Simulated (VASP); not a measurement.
# WS2: single point with PBEsol

Sheet: WS2, a sheet with vacuum.

```
S W
1.0
     3.15300    0.00000    0.00000
    -1.57650    2.73058    0.00000
     0.00000    0.00000   30.08400
S W
2 1
Direct
  0.66667 0.33333 0.29939
  0.66667 0.33333 0.40338
  0.33333 0.66667 0.35138
```

```json
{"Program": "VASP 6.6.1", "Task": "single point", "Functional": "PBEsol", "Potentials or basis": "VASP PAW PBE potentials, release 64 (S, W_sv)", "Cutoff": "520 eV", "k mesh": "12 × 12 × 1", "Occupations": "gaussian, width 0.02 eV", "Spin": "no spin polarisation", "Dipole correction": "yes", "Further INCAR settings": "ALGO = Normal; EDIFF = 1e-06; NBANDS = 20"}
```

```json
{
 "Largest force": "0.022 eV/Å",
 "Band gap on the k mesh": "1.91 eV, direct"
}
```

Forces on the atoms (eV/Å):
```
S    0.000  0.000 -0.022
S    0.000  0.000  0.022
W    0.000  0.000  0.000
```

Levels at points of the mesh, in eV from the valence-band top:
```csv
k point,band 9,band 10,band 11,band 12,band 13,band 14,band 15,band 16,band 17,band 18
"(0.00, 0.00, 0.00)",-2.87,-2.16,-1.59,-1.59,-0.10,2.97,2.97,3.16,3.16,5.11
"(0.50, 0.00, 0.00)",-4.51,-3.44,-2.17,-1.21,-0.96,2.98,3.41,4.09,4.86,5.15
```

Run time: 110 s on 1 thread of Intel(R) Xeon(R) Platinum 8375C CPU @ 2.90GHz (Ice Lake) (shared host), peak memory 0.38 GiB.

Caveat: the PAW data sets were made with another functional, which shifts forces and pressure a little; spin-orbit coupling is left out, which moves the levels of the heavy elements.
